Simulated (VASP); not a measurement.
# SnTe (zincblende type) (F-43m) in VASP: notebook

SnTe (zincblende type) is run at these levels: PBEsol; tasks: density of states.

Program: VASP 6.6.1. These are calculated values, not measurements. Logs are shortened: lines on timing, memory, paths and dates and some standing lists are left out, and cuts for length are marked.

**1. The cell of the first run**

Symmetry: F-43m, No. 216, cubic system. Conventional cell: a = 5.797 Å, b = 5.797 Å, c = 5.797 Å, α = 90.00°, β = 90.00°, γ = 90.00°. Sn (site symmetry -43m) has 4 Te at 2.51 Å within 3.3 Å. Te (site symmetry -43m) has 4 Sn at 2.51 Å within 3.3 Å.

**2. Density of states, PBEsol (volume scaled by 0.55)**

Contents of POSCAR:

```
SnTe
1.0
    0.0000000000      2.8983425081      2.8983425081
    2.8983425081      0.0000000000      2.8983425081
    2.8983425081      2.8983425081      0.0000000000
Sn Te
1 1
Direct
    0.0000000000      0.0000000000      0.0000000000
    0.2500000000      0.2500000000      0.2500000000
```

Contents of INCAR.step1:

```
SYSTEM = SnTe
PREC     = Accurate       ! precision mode
ENCUT    = 520            ! plane-wave cutoff, eV
EDIFF    = 1E-6           ! SCF threshold, eV
ISMEAR   = -1             ! smearing method
SIGMA    = 0.1            ! smearing width, eV
LREAL    = .FALSE.        ! projectors in reciprocal space
LASPH    = .TRUE.         ! aspherical terms in the spheres
NELM     = 100            ! most SCF steps
ALGO     = Normal         ! electronic algorithm
ISIF     = 2              ! what is computed and relaxed
LWAVE    = .FALSE.        ! write WAVECAR
LCHARG   = .TRUE.         ! write CHGCAR
GGA      = PS             ! functional
NBANDS   = 17             ! bands
```

Contents of KPOINTS.step1:

```
regular mesh
0
G
  12 12 12
  0 0 0
```

Contents of INCAR.step2:

```
SYSTEM = SnTe
PREC     = Accurate       ! precision mode
ENCUT    = 520            ! plane-wave cutoff, eV
EDIFF    = 1E-6           ! SCF threshold, eV
ISMEAR   = -5             ! smearing method
SIGMA    = 0.1            ! smearing width, eV
LREAL    = .FALSE.        ! projectors in reciprocal space
LASPH    = .TRUE.         ! aspherical terms in the spheres
NELM     = 100            ! most SCF steps
ALGO     = Normal         ! electronic algorithm
ISIF     = 2              ! what is computed and relaxed
LWAVE    = .FALSE.        ! write WAVECAR
LCHARG   = .FALSE.        ! write CHGCAR
GGA      = PS             ! functional
LORBIT   = 10             ! projections on sites
NEDOS    = 1001           ! points of the DOS
ICHARG   = 11             ! starting density
```

Contents of KPOINTS.step2:

```
regular mesh
0
G
  18 18 18
  0 0 0
```

Potentials or basis: VASP PAW PBE potentials, release 64 (Sn_d, Te).

Run with:

```bash
$ cat potpaw_PBE.64/Sn_d/POTCAR potpaw_PBE.64/Te/POTCAR > POTCAR
$ cp INCAR.step1 INCAR
$ cp KPOINTS.step1 KPOINTS
$ mpirun -np 1 vasp_std > vasp.out
$ cp INCAR.step2 INCAR
$ cp KPOINTS.step2 KPOINTS
$ mpirun -np 1 vasp_std > vasp.out
```

OUTCAR:

```text
SYSTEM = SnTe
   PREC = Accurate
   ENCUT = 520
   EDIFF = 1E-6
   ISMEAR = -5
   LREAL = .FALSE.
   LASPH = .TRUE.
   NELM = 100
   ISIF = 2
   GGA = PS
   LORBIT = 10
   ICHARG = 11

 ion  position               nearest neighbor table
   1  0.000  0.000  0.000-   2 2.51   2 2.51   2 2.51   2 2.51
   2  0.250  0.250  0.250-   1 2.51   1 2.51   1 2.51   1 2.51

  LATTYP: Found a face centered cubic cell.
 ALAT       =     5.7966850162

  Lattice vectors:

 A1 = (   0.0000000000,   2.8983425081,   2.8983425081)
 A2 = (   2.8983425081,   0.0000000000,   2.8983425081)
 A3 = (   2.8983425081,   2.8983425081,   0.0000000000)

Analysis of symmetry for initial positions (statically):
=====================================================================
 Subroutine PRICEL returns:
 Original cell was already a primitive cell.

 Routine SETGRP: Setting up the symmetry group for a
 face centered cubic supercell.

 Subroutine GETGRP returns: Found 24 space group operations
 (whereof 24 operations were pure point group operations)
 out of a pool of 48 trial point group operations.

The static configuration has the point symmetry T_d .

Analysis of symmetry for dynamics (positions and initial velocities):
=====================================================================
 Subroutine PRICEL returns:
 Original cell was already a primitive cell.

 Routine SETGRP: Setting up the symmetry group for a
 face centered cubic supercell.

 Subroutine GETGRP returns: Found 24 space group operations
 (whereof 24 operations were pure point group operations)
 out of a pool of 48 trial point group operations.

The dynamic configuration has the point symmetry T_d .

 Subroutine INISYM returns: Found 24 space group operations
 (whereof 24 operations are pure point group operations),
 and found     1 'primitive' translations

----------------------------------------------------------------------------------------

                                     Primitive cell

  volume of cell :      48.6944

  direct lattice vectors                    reciprocal lattice vectors
     0.000000000  2.898342508  2.898342508    -0.172512392  0.172512392  0.172512392
     2.898342508  0.000000000  2.898342508     0.172512392 -0.172512392  0.172512392
     2.898342508  2.898342508  0.000000000     0.172512392  0.172512392 -0.172512392

  length of vectors
     4.098875283  4.098875283  4.098875283     0.298800229  0.298800229  0.298800229

  position of ions in fractional coordinates (direct lattice)
     0.000000000  0.000000000  0.000000000
     0.250000000  0.250000000  0.250000000

  ion indices of the primitive-cell ions
   primitive index   ion index
                 1           1
                 2           2

----------------------------------------------------------------------------------------

 KPOINTS: regular mesh

Automatic generation of k-mesh.
 Grid dimensions read from file:
 generate k-points for:   18   18   18

 Generating k-lattice:

  Cartesian coordinates                     Fractional coordinates (reciprocal lattice)
    -0.009584022  0.009584022  0.009584022     0.055555556  0.000000000  0.000000000
     0.009584022 -0.009584022  0.009584022     0.000000000  0.055555556  0.000000000
     0.009584022  0.009584022 -0.009584022     0.000000000  0.000000000  0.055555556

  Length of vectors
     0.016600013  0.016600013  0.016600013

  Shift w.r.t. Gamma in fractional coordinates (k-lattice)
     0.000000000  0.000000000  0.000000000

 TETIRR: Found    806 inequivalent tetrahedra from    34992

 Subroutine IBZKPT returns following result:
 ===========================================

 Found    195 irreducible k-points:

 Following reciprocal coordinates:
            Coordinates               Weight
  0.000000  0.000000  0.000000      1.000000
  0.055556  0.000000  0.000000      8.000000
  0.111111  0.000000  0.000000      8.000000
  0.166667  0.000000  0.000000      8.000000
  0.222222  0.000000  0.000000      8.000000
  0.277778  0.000000  0.000000      8.000000
[... 16 lines left out ...]
 -0.277778  0.055556  0.000000     24.000000
 -0.222222  0.055556  0.000000     24.000000
 [... further k-points ...]
   k-points           NKPTS =    195   k-points in BZ     NKDIM =    195   number of bands    NBANDS=     14
   number of dos      NEDOS =   1001   number of ions     NIONS =      2
   total plane-waves  NPLWV =  27000
   dimension x,y,z NGX =    30 NGY =   30 NGZ =   30
   dimension x,y,z NGXF=    60 NGYF=   60 NGZF=   60
   ions per type =               1   1
   NGX,Y,Z   is equivalent  to a cutoff of  12.17, 12.17, 12.17 a.u.
   NGXF,Y,Z  is equivalent  to a cutoff of  24.34, 24.34, 24.34 a.u.
 SYSTEM =  SnTe
   PREC   = accura    normal or accurate (medium, high low for compatibility)
   ISTART =      0    job   : 0-new  1-cont  2-samecut
   ICHARG =     11    charge: 1-file 2-atom 10-const
   ISPIN  =      1    spin polarized calculation?
   LNONCOLLINEAR =      F non collinear calculations
   LSORBIT =      F    spin-orbit coupling
   LASPH  =      T    aspherical Exc in radial PAW
   ENCUT  =  520.0 eV  38.22 Ry    6.18 a.u.   7.62  7.62  7.62*2*pi/ulx,y,z
   NELM   =    100;   NELMIN=  2; NELMDL=  0     # of ELM steps
   EDIFF  = 0.1E-05   stopping-criterion for ELM
   LREAL  =      F    real-space projection
   EDIFFG = 0.1E-04   stopping-criterion for IOM
   NSW    =      0    number of steps for IOM
   IBRION =     -1    ionic relax: 0-MD 1-quasi-New 2-CG
   NFREE  =      0    steps in history (QN), initial steepest desc. (CG)
   ISIF   =      2    stress and relaxation
   ISYM   =      2    0-nonsym 1-usesym 2-fastsym
   POTIM  = 0.5000    time-step for ionic-motion
   TEBEG  =    0.0;   TEEND  =   0.0 temperature during run
   PSTRESS=    0.0 pullay stress
   NELECT =      20.0000    total number of electrons
   NUPDOWN=      -1.0000    fix difference up-down
   EMIN   =  10.00;   EMAX   =-10.00  energy-range for DOS
   EFERMI =   0.00;   METHOD = LEGACY
   ISMEAR =    -5;   SIGMA  =   0.10  broadening in eV -4-tet -1-fermi 0-gaus
   EFERMI_NEDOS =   21; number of points for ismear=-14 and -15
   IALGO  =     38    algorithm
   IMIX   =      4    mixing-type and parameters
     AMIX     =   0.40;   BMIX     =  1.00
     AMIX_MAG =   1.60;   BMIX_MAG =  1.00
  volume/ion in A,a.u.               =      24.35       164.30
  Fermi-wavevector in a.u.,A,eV,Ry     =   1.216910  2.299626 20.148459  1.480870
  Thomas-Fermi vector in A             =   2.352248
   LORBIT       =     10    0 simple, 1 ext, 2 COOP (PROOUT), +10 PAW based schemes
   GGA     = PS    functional components
   LHFCALC =     F    Hartree Fock is set to
   AEXX    =    0.0000 exact exchange contribution
   IVDW    =     0    specifies the selected vdW correction
   LEPSILON=     F    determine dielectric tensor
   LRPA    =     F    only Hartree local field effects (RPA)
 non-spin polarized calculation
 Fermi weights with tetrahedron method with Bloechl corrections
  energy-cutoff  :      520.00
  volume of cell :       48.69
 maximum number of plane-waves:      1363

 number of electron      19.9999998 magnetization

 Free energy of the ion-electron system (eV)
  ---------------------------------------------------
  ext. energy  EPLUGINS =         0.00000000
  ---------------------------------------------------
  free energy    TOTEN  =        -3.78976648 eV

  energy without entropy =       -3.78976648  energy(sigma->0) =       -3.78976648

 E-fermi :  10.6975     XC(G=0): -10.6373

 val. band max:       10.7858343659   @ k =  -0.3333   0.5000   0.1667
 cond. band min:      10.6684819002   @ k =   0.2222   0.1667   0.0556
 fundamental gap:     -0.1173524657
 Fermi energy:        10.6974639447

 k-point     1 :       0.0000    0.0000    0.0000
  band No.  band energies     occupation
      1     -12.1949      2.00000
      2     -12.1949      2.00000
      3     -12.1949      2.00000
      4     -12.0499      2.00000
      5     -12.0499      2.00000
      6      -5.8163      2.00000
      7       7.3334      2.00000
      8       7.3334      2.00000
      9       7.3334      2.00000
     10       8.4494      2.00000
     11      10.9163      0.00000
     12      10.9163      0.00000
     13      10.9163      0.00000
     14      14.5300      0.00000

 k-point     2 :       0.0556    0.0000    0.0000
  band No.  band energies     occupation
      1     -12.1963      2.00000
      2     -12.1939      2.00000
      3     -12.1939      2.00000
      4     -12.0500      2.00000
      5     -12.0500      2.00000
      6      -5.7786      2.00000
      7       6.7025      2.00000
      8       7.2705      2.00000
      9       7.2705      2.00000
     10       8.8845      2.00000
     11      11.0019      0.00000
     12      11.0019      0.00000
     13      11.0116      0.00000
     14      14.7414      0.00000

 k-point     3 :       0.1111    0.0000    0.0000
  band No.  band energies     occupation
      1     -12.2007      2.00000
      2     -12.1913      2.00000
      3     -12.1913      2.00000
      4     -12.0503      2.00000
      5     -12.0503      2.00000
      6      -5.6665      2.00000
      7       5.6705      2.00000
      8       7.1041      2.00000
      9       7.1041      2.00000
     10       9.2482      2.00000
     11      11.2263      0.00000
     12      11.2263      0.00000
     13      11.4285      0.00000
     14      15.2787      0.00000
[... 324 lines left out ...]
 k-point    23 :      -0.2778    0.0556    0.0000
  band No.  band energies     occupation
      1     -12.2282      2.00000
      2     -12.1768      2.00000
      3     -12.1744      2.00000
      4     -12.0523      2.00000
      5     -12.0498      2.00000
      6      -4.7924      2.00000
      7       2.2729      2.00000
      8       5.9181      2.00000
      9       6.4784      2.00000
     10       9.1957      2.00000
     11      11.8749      0.00000
     12      12.0996      0.00000
     13      14.1029      0.00000
     14      15.8338      0.00000

 k-point    24 :      -0.2222    0.0556    0.0000
  band No.  band energies     occupation
      1     -12.2199      2.00000
      2     -12.1816      2.00000
      3     -12.1787      2.00000
      4     -12.0523      2.00000
      5     -12.0498      2.00000
      6      -5.1074      2.00000
      7       3.2001      2.00000
      8       6.1138      2.00000
      9       6.7112      2.00000
     10       9.3455      2.00000
     11      11.6892      0.00000
     12      11.9652      0.00000
     13      13.3540      0.00000
     14      15.7178      0.00000

 [... further k-points ...]
[... 5 lines left out ...]
  --------------------------------------------------------------------------------------
  -------------------------------------------------------------------------------------
  Total       15.7215804     15.7215804     15.7215804      0.0000000      0.0000000     -0.0000000
  in kB      517.2823609    517.2823609    517.2823609      0.0000000      0.0000000     -0.0000000
  external PRESSURE =     517.2823609 kB  Pullay stress =       0.0000000 kB

 VOLUME and BASIS-vectors are now :
 -----------------------------------------------------------------------------
  energy-cutoff  :      520.00
  volume of cell :       48.69
      direct lattice vectors                 reciprocal lattice vectors
     0.000000000  2.898342508  2.898342508    -0.172512392  0.172512392  0.172512392
     2.898342508  0.000000000  2.898342508     0.172512392 -0.172512392  0.172512392
     2.898342508  2.898342508  0.000000000     0.172512392  0.172512392 -0.172512392

 POSITION                                       TOTAL-FORCE (eV/Angst)
 -----------------------------------------------------------------------------------
      0.00000      0.00000      0.00000         0.000000     -0.000000     -0.000000
      1.44917      1.44917      1.44917        -0.000000      0.000000      0.000000
 -----------------------------------------------------------------------------------
    total drift:                                0.000001      0.000001      0.000000

  FREE ENERGIE OF THE ION-ELECTRON SYSTEM (eV)
  ---------------------------------------------------
  free  energy   TOTEN  =        -3.7897664801 eV

  energy  without entropy=       -3.7897664801  energy(sigma->0) =       -3.78976648

 total charge

# of ion       s       p       d       tot
------------------------------------------
    1        1.308   1.377  10.147  12.832
    2        1.436   2.112   0.154   3.702
--------------------------------------------------
tot          2.743   3.489  10.301  16.533
```

Wall time 51 s (1 thread of Intel Xeon 6975P-C (Granite Rapids), shared host); peak memory 0.28 GiB.

What came out:

```yaml
Valence_electrons_inside_the_program's_atomic_spheres: Sn 12.83; Te 3.70
```

Levels at points of the mesh, in eV from the Fermi level:
| k point | band 8 | band 9 | band 10 | band 11 | band 12 | band 13 |
| --- | --- | --- | --- | --- | --- | --- |
| (0.00, 0.00, 0.00) | -3.36 | -3.36 | -2.25 | 0.22 | 0.22 | 0.22 |
| (0.50, 0.00, 0.00) | -4.70 | -4.70 | -2.07 | 1.31 | 1.31 | 3.96 |
| (0.50, 0.50, 0.00) | -6.34 | -6.34 | -1.66 | -1.55 | 7.06 | 7.06 |

Caveat: the PAW data sets were made with another functional, which shifts forces and pressure a little; spin-orbit coupling is left out, which moves the levels of the heavy elements; tetrahedron occupations give inexact forces and stress in metals.

**3. Density of states, PBEsol (volume scaled by 0.64)**

Contents of POSCAR:

```
SnTe
1.0
    0.0000000000      3.0485182636      3.0485182636
    3.0485182636      0.0000000000      3.0485182636
    3.0485182636      3.0485182636      0.0000000000
Sn Te
1 1
Direct
    0.0000000000      0.0000000000      0.0000000000
    0.2500000000      0.2500000000      0.2500000000
```

Contents of INCAR.step1:

```
  PREC = Accurate
  ENCUT = 520
  EDIFF = 1E-6
  ISMEAR = -1
  SIGMA = 0.1
  LREAL = False
  LASPH = True
  NELM = 100
  ALGO = Normal
  ISIF = 2
  LWAVE = False
  LCHARG = True
  GGA = PS
  NBANDS = 17
```

Contents of KPOINTS.step1:

```
regular mesh
0
Gamma
  12 12 12
```

Contents of INCAR.step2:

```
  PREC = Accurate
  ENCUT = 520
  EDIFF = 1E-6
  ISMEAR = -5
  SIGMA = 0.1
  LREAL = False
  LASPH = True
  NELM = 100
  ALGO = Normal
  ISIF = 2
  LWAVE = False
  LCHARG = False
  GGA = PS
  LORBIT = 10
  NEDOS = 1001
  ICHARG = 11
```

Contents of KPOINTS.step2:

```
regular mesh
0
Gamma
  18 18 18
```

Potentials or basis: VASP PAW PBE potentials, release 64 (Sn_d, Te).

Run with:

```bash
$ cat potpaw_PBE.64/Sn_d/POTCAR potpaw_PBE.64/Te/POTCAR > POTCAR
$ cp INCAR.step1 INCAR
$ cp KPOINTS.step1 KPOINTS
$ mpirun -np 1 vasp_std > vasp.out
$ cp INCAR.step2 INCAR
$ cp KPOINTS.step2 KPOINTS
$ mpirun -np 1 vasp_std > vasp.out
```

It took 42 s on 1 thread of Intel Xeon 6975P-C (Granite Rapids), shared host; peak memory 0.3 GiB.

It converged, with:

```
Valence electrons inside the program's atomic spheres : Sn 12.56; Te 3.57
```

Levels at points of the mesh, in eV from the Fermi level:
```
           k point  band 8  band 9  band 10  band 11  band 12  band 13
(0.00, 0.00, 0.00)   -3.09   -3.09    -3.09     0.47     0.47     0.47
(0.50, 0.00, 0.00)   -4.16   -4.16    -2.22     1.50     1.50     4.27
(0.50, 0.50, 0.00)   -5.48   -5.48    -1.23    -1.16     6.22     6.22
```

Caveat: the PAW data sets were made with another functional, which shifts forces and pressure a little; spin-orbit coupling is left out, which moves the levels of the heavy elements; tetrahedron occupations give inexact forces and stress in metals.
